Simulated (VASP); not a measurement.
Input of a VASP 6.6.1 run:

File INCAR:

```
SYSTEM = SiO2
ALGO = Normal
EDIFF = 1E-6
ENCUT = 520
GGA = PE
ISIF = 2
ISMEAR = -1
LASPH = .True.
LCHARG = .True.
LELF = .True.
LREAL = .False.
LVHAR = .True.
LWAVE = .False.
NBANDS = 25
NELM = 100
PREC = Accurate
SIGMA = 0.02
```

KPOINTS

```
k-points
0
Gamma
  6 6 10
  0 0 0
```

POSCAR

```
SiO2
1.0
    4.0177812467      0.0000000000      0.0000000000
    0.0000000000      4.0177812467      0.0000000000
    0.0000000000      0.0000000000      2.7314444781
Si O
2 4
Direct
    0.0000000000      0.0000000000      0.0000000000
    0.5000000000      0.5000000000      0.5000000000
    0.3032115797      0.3032115797      0.0000000000
    0.1967884203      0.8032115797      0.5000000000
    0.8032115797      0.1967884203      0.5000000000
    0.6967884203      0.6967884203      0.0000000000
```

Potentials or basis: VASP PAW PBE potentials, release 64 (Si, O).

Command:

```sh
$ cat potpaw_PBE.64/Si/POTCAR potpaw_PBE.64/O/POTCAR > POTCAR
$ mpirun -np 1 vasp_std > vasp.out
```

(1) Estimate the band gap on the k mesh.

(2) Predict the pressure.

(3) What does it give for the largest force?

Answers

(1) 6.09 eV, direct.

(2) 28.7 GPa.

(3) 0.006 eV/Å.

Caveat: the cell differs from its parent crystal (epitaxial xy strain -4.0%).
